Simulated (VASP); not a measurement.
# BaZrO3 (Pm-3m) in VASP: single point with PBEsol

Aim: the single point of BaZrO3 with PBEsol.

Everything below comes from runs of VASP 6.6.1. Logs are shortened: lines on timing, memory, paths and dates and some standing lists are left out, and cuts for length are marked.

## Step 1: The cell of the first run

Symmetry: Pm-3m, No. 221, cubic system. Conventional cell: a = 4.191 Å, b = 4.191 Å, c = 4.191 Å, α = 90.00°, β = 90.00°, γ = 90.00°. Ba (site symmetry m-3m) has 12 O at 2.96 Å and 8 Zr at 3.63 Å within 3.9 Å. Within 2.8 Å of Zr (site symmetry m-3m) lie 6 O at 2.10 Å. O (site symmetry 4/mmm) has 2 Zr at 2.10 Å within 2.8 Å.

## Step 2: Single point, PBEsol

INCAR reads:

```
PREC     = Accurate       # precision mode
ENCUT    = 600            # plane-wave cutoff, eV
EDIFF    = 1E-6           # SCF threshold, eV
ISMEAR   = 0              # smearing method
SIGMA    = 0.01           # smearing width, eV
LREAL    = F              # projectors in reciprocal space
LASPH    = T              # aspherical terms in the spheres
NELM     = 120            # most SCF steps
ALGO     = Normal         # electronic algorithm
ISIF     = 2              # what is computed and relaxed
LWAVE    = F              # write WAVECAR
LCHARG   = F              # write CHGCAR
GGA      = PS             # functional
NBANDS   = 28             # bands
GGA_COMPAT= F
```

KPOINTS reads:

```
regular mesh
0
Gamma
  6 6 6
```

POSCAR reads:

```
BaZrO3
1.0
    4.1913400000      0.0000000000      0.0000000000
    0.0000000000      4.1913400000      0.0000000000
    0.0000000000      0.0000000000      4.1913400000
Ba Zr O
1 1 3
Direct
    0.0000000000      0.0000000000      0.0000000000
    0.5000000000      0.5000000000      0.5000000000
    0.0000000000      0.5000000000      0.5000000000
    0.5000000000      0.0000000000      0.5000000000
    0.5000000000      0.5000000000      0.0000000000
```

Potentials or basis: VASP PAW PBE potentials, release 64 (Ba_sv, Zr_sv, O).

Command:

```bash
$ cat potpaw_PBE.64/Ba_sv/POTCAR potpaw_PBE.64/Zr_sv/POTCAR potpaw_PBE.64/O/POTCAR > POTCAR
$ mpirun -np 1 vasp_std > vasp.out
```

OUTCAR:

```text
PREC = Accurate
   ENCUT = 600
   EDIFF = 1E-6
   ISMEAR = 0
   LREAL = F
   LASPH = T
   NELM = 120
   ISIF = 2
   GGA = PS

 ion  position               nearest neighbor table
   1  0.000  0.000  0.000-   3 2.96   4 2.96   5 2.96   3 2.96   4 2.96   3 2.96   5 2.96   3 2.96
                             4 2.96   5 2.96   4 2.96   5 2.96   2 3.63   2 3.63   2 3.63   2 3.63
   2  0.500  0.500  0.500-   3 2.10   4 2.10   5 2.10   5 2.10   4 2.10   3 2.10   1 3.63   1 3.63
                             1 3.63   1 3.63   1 3.63   1 3.63   1 3.63   1 3.63
   3  0.000  0.500  0.500-   2 2.10   2 2.10   1 2.96   1 2.96   1 2.96   1 2.96
   4  0.500  0.000  0.500-   2 2.10   2 2.10   1 2.96   1 2.96   1 2.96   1 2.96
   5  0.500  0.500  0.000-   2 2.10   2 2.10   1 2.96   1 2.96   1 2.96   1 2.96

  LATTYP: Found a simple cubic cell.
 ALAT       =     4.1913400000

  Lattice vectors:

 A1 = (   4.1913400000,   0.0000000000,   0.0000000000)
 A2 = (   0.0000000000,   4.1913400000,   0.0000000000)
 A3 = (   0.0000000000,   0.0000000000,   4.1913400000)

Analysis of symmetry for initial positions (statically):
=====================================================================
 Subroutine PRICEL returns:
 Original cell was already a primitive cell.

 Routine SETGRP: Setting up the symmetry group for a
 simple cubic supercell.

 Subroutine GETGRP returns: Found 48 space group operations
 (whereof 48 operations were pure point group operations)
 out of a pool of 48 trial point group operations.

The static configuration has the point symmetry O_h .

Analysis of symmetry for dynamics (positions and initial velocities):
=====================================================================
 Subroutine PRICEL returns:
 Original cell was already a primitive cell.

 Routine SETGRP: Setting up the symmetry group for a
 simple cubic supercell.

 Subroutine GETGRP returns: Found 48 space group operations
 (whereof 48 operations were pure point group operations)
 out of a pool of 48 trial point group operations.

The dynamic configuration has the point symmetry O_h .

 Subroutine INISYM returns: Found 48 space group operations
 (whereof 48 operations are pure point group operations),
 and found     1 'primitive' translations

----------------------------------------------------------------------------------------

                                     Primitive cell

  volume of cell :      73.6307

  direct lattice vectors                    reciprocal lattice vectors
     4.191340000  0.000000000  0.000000000     0.238587182  0.000000000  0.000000000
     0.000000000  4.191340000  0.000000000     0.000000000  0.238587182  0.000000000
     0.000000000  0.000000000  4.191340000     0.000000000  0.000000000  0.238587182

  length of vectors
     4.191340000  4.191340000  4.191340000     0.238587182  0.238587182  0.238587182

  position of ions in fractional coordinates (direct lattice)
     0.000000000  0.000000000  0.000000000
     0.500000000  0.500000000  0.500000000
     0.000000000  0.500000000  0.500000000
     0.500000000  0.000000000  0.500000000
     0.500000000  0.500000000  0.000000000

  ion indices of the primitive-cell ions
   primitive index   ion index
                 1           1
                 2           2
                 3           3
                 4           4
                 5           5

----------------------------------------------------------------------------------------

 KPOINTS: regular mesh

Automatic generation of k-mesh.
 Grid dimensions read from file:
 generate k-points for:    6    6    6

 Generating k-lattice:

  Cartesian coordinates                     Fractional coordinates (reciprocal lattice)
     0.039764530  0.000000000  0.000000000     0.166666667  0.000000000  0.000000000
     0.000000000  0.039764530  0.000000000     0.000000000  0.166666667  0.000000000
     0.000000000  0.000000000  0.039764530     0.000000000  0.000000000  0.166666667

  Length of vectors
     0.039764530  0.039764530  0.039764530

  Shift w.r.t. Gamma in fractional coordinates (k-lattice)
     0.000000000  0.000000000  0.000000000

 Subroutine IBZKPT returns following result:
 ===========================================

 Found     20 irreducible k-points:

 Following reciprocal coordinates:
            Coordinates               Weight
  0.000000  0.000000  0.000000      1.000000
  0.166667  0.000000  0.000000      6.000000
  0.333333  0.000000  0.000000      6.000000
  0.500000  0.000000  0.000000      3.000000
  0.166667  0.166667  0.000000     12.000000
  0.333333  0.166667  0.000000     24.000000
[... 12 lines left out ...]
  0.500000  0.500000  0.333333      6.000000
  0.500000  0.500000  0.500000      1.000000
   k-points           NKPTS =     20   k-points in BZ     NKDIM =     20   number of bands    NBANDS=     28
   number of dos      NEDOS =    301   number of ions     NIONS =      5
   total plane-waves  NPLWV =  46656
   dimension x,y,z NGX =    36 NGY =   36 NGZ =   36
   dimension x,y,z NGXF=    72 NGYF=   72 NGZF=   72
   ions per type =               1   1   3
   NGX,Y,Z   is equivalent  to a cutoff of  14.28, 14.28, 14.28 a.u.
   NGXF,Y,Z  is equivalent  to a cutoff of  28.56, 28.56, 28.56 a.u.
 SYSTEM =  unknown system
   PREC   = accura    normal or accurate (medium, high low for compatibility)
   ISTART =      0    job   : 0-new  1-cont  2-samecut
   ICHARG =      2    charge: 1-file 2-atom 10-const
   ISPIN  =      1    spin polarized calculation?
   LNONCOLLINEAR =      F non collinear calculations
   LSORBIT =      F    spin-orbit coupling
   LASPH  =      T    aspherical Exc in radial PAW
   ENCUT  =  600.0 eV  44.10 Ry    6.64 a.u.   8.37  8.37  8.37*2*pi/ulx,y,z
   NELM   =    120;   NELMIN=  2; NELMDL= -5     # of ELM steps
   EDIFF  = 0.1E-05   stopping-criterion for ELM
   LREAL  =      F    real-space projection
   EDIFFG = 0.1E-04   stopping-criterion for IOM
   NSW    =      0    number of steps for IOM
   IBRION =     -1    ionic relax: 0-MD 1-quasi-New 2-CG
   NFREE  =      0    steps in history (QN), initial steepest desc. (CG)
   ISIF   =      2    stress and relaxation
   ISYM   =      2    0-nonsym 1-usesym 2-fastsym
   POTIM  = 0.5000    time-step for ionic-motion
   TEBEG  =    0.0;   TEEND  =   0.0 temperature during run
   PSTRESS=    0.0 pullay stress
   NELECT =      40.0000    total number of electrons
   NUPDOWN=      -1.0000    fix difference up-down
   EMIN   =  10.00;   EMAX   =-10.00  energy-range for DOS
   EFERMI =   0.00;   METHOD = LEGACY
   ISMEAR =     0;   SIGMA  =   0.01  broadening in eV -4-tet -1-fermi 0-gaus
   EFERMI_NEDOS =   21; number of points for ismear=-14 and -15
   IALGO  =     38    algorithm
   IMIX   =      4    mixing-type and parameters
     AMIX     =   0.40;   BMIX     =  1.00
     AMIX_MAG =   1.60;   BMIX_MAG =  1.00
  volume/ion in A,a.u.               =      14.73        99.38
  Fermi-wavevector in a.u.,A,eV,Ry     =   1.335802  2.524299 24.277770  1.784366
  Thomas-Fermi vector in A             =   2.464478
   LORBIT       =      0    0 simple, 1 ext, 2 COOP (PROOUT), +10 PAW based schemes
   GGA     = PS    functional components
   LHFCALC =     F    Hartree Fock is set to
   AEXX    =    0.0000 exact exchange contribution
   IVDW    =     0    specifies the selected vdW correction
   LEPSILON=     F    determine dielectric tensor
   LRPA    =     F    only Hartree local field effects (RPA)
 non-spin polarized calculation
 Gauss-broadening in eV      SIGMA  =   0.01
  energy-cutoff  :      600.00
  volume of cell :       73.63
 maximum number of plane-waves:      2517
 NGX is ok and might be reduce to    36
   NGX = 17   NGY = 17   NGZ = 17

 number of electron      40.0000010 magnetization

 Free energy of the ion-electron system (eV)
  ---------------------------------------------------
  ext. energy  EPLUGINS =         0.00000000
  ---------------------------------------------------
  free energy    TOTEN  =       -43.62947921 eV

  energy without entropy =      -43.62947921  energy(sigma->0) =      -43.62947921

 E-fermi :   3.6956     XC(G=0): -11.0215

 val. band max:        3.6329038633   @ k =   0.5000   0.5000   0.5000
 cond. band min:       6.7407485313   @ k =   0.0000   0.0000   0.0000
 fundamental gap:      3.1078446681
 Fermi energy:         3.6956067745

 k-point     1 :       0.0000    0.0000    0.0000
  band No.  band energies     occupation
      1     -43.2419      2.00000
      2     -21.6067      2.00000
      3     -21.4521      2.00000
      4     -21.4521      2.00000
      5     -21.4521      2.00000
      6     -12.6562      2.00000
[... 20 lines left out ...]
     27      11.0997      0.00000
     28      11.0997      0.00000

 k-point     2 :       0.1667    0.0000    0.0000
  band No.  band energies     occupation
      1     -43.2410      2.00000
      2     -21.6806      2.00000
      3     -21.4503      2.00000
      4     -21.4503      2.00000
      5     -21.4273      2.00000
      6     -12.6636      2.00000
[... 20 lines left out ...]
     27      11.1008      0.00000
     28      11.8098      0.00000

 k-point     3 :       0.3333    0.0000    0.0000
  band No.  band energies     occupation
      1     -43.2393      2.00000
      2     -21.8096      2.00000
      3     -21.4467      2.00000
      4     -21.4467      2.00000
      5     -21.3911      2.00000
      6     -12.7720      2.00000
[... 20 lines left out ...]
     27      11.1975      0.00000
     28      11.3470      0.00000

 k-point     4 :       0.5000    0.0000    0.0000
  band No.  band energies     occupation
      1     -43.2384      2.00000
      2     -21.8697      2.00000
      3     -21.4448      2.00000
      4     -21.4448      2.00000
      5     -21.3750      2.00000
      6     -12.8334      2.00000
[... 454 lines left out ...]
     27      11.8658      0.00000
     28      12.5741      0.00000

 k-point    19 :       0.5000    0.5000    0.3333
  band No.  band energies     occupation
      1     -43.2326      2.00000
      2     -21.6914      2.00000
      3     -21.6914      2.00000
      4     -21.6288      2.00000
      5     -21.4826      2.00000
      6     -11.7028      2.00000
[... 20 lines left out ...]
     27      12.1353      0.00000
     28      12.9237      0.00000

 k-point    20 :       0.5000    0.5000    0.5000
  band No.  band energies     occupation
      1     -43.2317      2.00000
      2     -21.6889      2.00000
      3     -21.6889      2.00000
      4     -21.6889      2.00000
      5     -21.4732      2.00000
      6     -11.4130      2.00000
[... 20 lines left out ...]
     27      12.7993      0.00000
     28      12.7993      0.00000

------------------------ aborting loop because EDIFF is reached ----------------------------------------

  FORCE on cell =-STRESS in cart. coord.  units (eV):
  Direction    XX          YY          ZZ          XY          YZ          ZX
  --------------------------------------------------------------------------------------
  -------------------------------------------------------------------------------------
  Total       -0.1037054     -0.1037054     -0.1037054      0.0000000      0.0000000     -0.0000000
  in kB       -2.2565928     -2.2565928     -2.2565928      0.0000000      0.0000000     -0.0000000
  external PRESSURE =      -2.2565928 kB  Pullay stress =       0.0000000 kB

 VOLUME and BASIS-vectors are now :
 -----------------------------------------------------------------------------
  energy-cutoff  :      600.00
  volume of cell :       73.63
      direct lattice vectors                 reciprocal lattice vectors
     4.191340000  0.000000000  0.000000000     0.238587182  0.000000000  0.000000000
     0.000000000  4.191340000  0.000000000     0.000000000  0.238587182  0.000000000
     0.000000000  0.000000000  4.191340000     0.000000000  0.000000000  0.238587182

 POSITION                                       TOTAL-FORCE (eV/Angst)
 -----------------------------------------------------------------------------------
      0.00000      0.00000      0.00000         0.000000      0.000000      0.000000
      2.09567      2.09567      2.09567         0.000000      0.000000      0.000000
      0.00000      2.09567      2.09567         0.000000      0.000000      0.000000
      2.09567      0.00000      2.09567         0.000000      0.000000      0.000000
      2.09567      2.09567      0.00000         0.000000      0.000000      0.000000
 -----------------------------------------------------------------------------------
    total drift:                                0.000000      0.000000      0.000000

  FREE ENERGIE OF THE ION-ELECTRON SYSTEM (eV)
  ---------------------------------------------------
  free  energy   TOTEN  =       -43.6294792128 eV

  energy  without entropy=      -43.6294792128  energy(sigma->0) =      -43.62947921
```

Run time: 32 s. Hardware: 1 thread of AMD EPYC 9R45 (Zen 5), shared host; peak memory 0.2 GiB.

What came out:

- Free energy: -43.6295 eV
- Pressure: -0.2 GPa
- Band gap on the k mesh: 3.11 eV (least direct gap 3.33 eV)

Levels at points of the mesh, in eV from the valence-band top:
| k point | band 17 | band 18 | band 19 | band 20 | band 21 | band 22 | band 23 | band 24 |
| --- | --- | --- | --- | --- | --- | --- | --- | --- |
| (0.00, 0.00, 0.00) | -1.00 | -0.22 | -0.22 | -0.22 | 3.11 | 3.11 | 3.11 | 4.54 |
| (0.50, 0.00, 0.00) | -1.76 | -1.72 | -0.45 | -0.45 | 3.56 | 5.69 | 5.69 | 6.36 |
| (0.50, 0.50, 0.00) | -0.94 | -0.94 | -0.79 | -0.08 | 5.65 | 5.65 | 6.42 | 6.45 |
| (0.50, 0.50, 0.50) | -2.56 | 0.00 | 0.00 | 0.00 | 5.90 | 5.90 | 5.90 | 7.00 |

Caveat: the PAW data sets were made with another functional, which shifts forces and pressure a little; spin-orbit coupling is left out, which moves the levels of the heavy elements.
